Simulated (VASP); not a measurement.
Set up this calculation in VASP 6.6.1, as the native input.

* Task: single point
* Functional: PBEsol
* Potentials or basis: VASP PAW PBE potentials, release 64 (I, Cu)
* Cutoff: 520 eV
* k mesh: 8 × 8 × 8
* Occupations: fermi-dirac, width 0.05 eV
* Spin: no spin polarisation
* Hubbard terms: Cu d U = 1.0 eV
* Dipole correction: no
* Further INCAR settings: ALGO = Normal; EDIFF = 1e-06; NBANDS = 16

The structure of CuI (Marshite) lies in POSCAR:

```
CuI
1.0
    0.0000000000      3.0315000000      3.0315000000
    3.0315000000      0.0000000000      3.0315000000
    3.0315000000      3.0315000000      0.0000000000
I Cu
1 1
Direct
    0.0000000000      0.0000000000      0.0000000000
    0.7500000000      0.7500000000      0.7500000000
```

The input as run:

INCAR

```
SYSTEM = CuI
PREC     = Accurate       ! precision mode
ENCUT    = 520            ! plane-wave cutoff, eV
EDIFF    = 1E-6           ! SCF threshold, eV
ISMEAR   = -1             ! smearing method
SIGMA    = 0.05           ! smearing width, eV
LREAL    = .FALSE.        ! projectors in reciprocal space
LASPH    = .TRUE.         ! aspherical terms in the spheres
NELM     = 150            ! most SCF steps
ALGO     = Normal         ! electronic algorithm
ISIF     = 2              ! what is computed and relaxed
LWAVE    = .FALSE.        ! write WAVECAR
LCHARG   = .TRUE.         ! write CHGCAR
LMAXMIX  = 4              ! l up to which the mixer works
LDAU     = .TRUE.         ! DFT+U
LDAUTYPE = 2            
LDAUL    = -1 2           ! shell
LDAUU    = 0 1            ! U, eV
LDAUJ    = 0 0          
LDAUPRINT= 1            
GGA      = PS             ! functional
LELF     = .TRUE.         ! ELF
LVHAR    = .TRUE.       
NBANDS   = 16             ! bands
```

KPOINTS

```
Automatic mesh
0
G
  8 8 8
  0 0 0
```

Potentials or basis: VASP PAW PBE potentials, release 64 (I, Cu).

Command:

```console
$ cat potpaw_PBE.64/I/POTCAR potpaw_PBE.64/Cu/POTCAR > POTCAR
$ mpirun -np 1 vasp_std > vasp.out
```

Results of the run:

| Quantity | Value |
| --- | --- |
| Pressure | -2.4 GPa |
| Band gap on the k mesh | 1.18 eV, direct |

Caveat: the PAW data sets were made with another functional, which shifts forces and pressure a little; spin-orbit coupling is left out, which moves the levels of the heavy elements.

Wall time 9.6 s on 1 thread of Intel(R) Xeon(R) 6975P-C (Granite Rapids), with other jobs on the host, peak memory 0.18 GiB.
